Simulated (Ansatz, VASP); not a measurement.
# Two plane-wave programs on Ge

The input INCAR:

```
ALGO = Normal ; EDIFF = 1E-6
ENCUT = 500 ; GGA = PE
GGA_COMPAT = False ; ISIF = 2
ISMEAR = 0 ; LASPH = True
LCHARG = True ; LELF = True
LREAL = False ; LVHAR = True
LWAVE = False ; NBANDS = 21
NELM = 120 ; PREC = Accurate
SIGMA = 0.15
```

The input KPOINTS:

```
k-points
0
Gamma
  14 14 14
```

File POSCAR:

```
Ge
1.0
    0.0000000000      2.7156192000      2.7156192000
    2.7156192000      0.0000000000      2.7156192000
    2.7156192000      2.7156192000      0.0000000000
Ge
2
Direct
    0.5000000000      0.5000000000      0.5000000000
    0.7500000000      0.7500000000      0.7500000000
```

Input for Ansatz:

```yaml
crystal:
  lattice:
    - [0.0, 2.7156192, 2.7156192]
    - [2.7156192, 0.0, 2.7156192]
    - [2.7156192, 2.7156192, 0.0]
  atoms:
    - { symbol: Ge, position: [0.5, 0.5, 0.5] }
    - { symbol: Ge, position: [0.75, 0.75, 0.75] }
basis:
  ecutwfc: 420
kpoints:
  mp_grid: { grid: [14, 14, 14] }
hamiltonian:
  xc: pbe
scf:
  occupations: { method: gaussian, width: 0.15 }
output:
  forces: true
  stress: true
  eigenvalues: true
```

Change from the starting cell: strain -0.040 along x and y, -0.040 along z, atoms carried along.

Alike in both runs: task single point; functional PBE; k mesh 14 × 14 × 14; occupations gaussian, width 0.15 eV; no spin polarisation.

|  | VASP | Ansatz |
| --- | --- | --- |
| version | VASP 6.6.1 | Ansatz 0.2.0 |
| potentials or method | VASP PAW PBE potentials, release 64 (Ge_d), cutoff 500 eV | scalar-relativistic, plane waves, PAW |
| valence electrons in the cell | 28 | 28 |

|  | VASP | Ansatz | Ansatz less VASP |
| --- | --- | --- | --- |
| gap on the k mesh at the Fermi level (eV) | 0.38 | 0.38 | -0.005 |
| least direct gap on the mesh (eV) | 1.21 | 1.20 | -0.011 |
| pressure (GPa) | 15.8 | 16.0 | +0.16 |
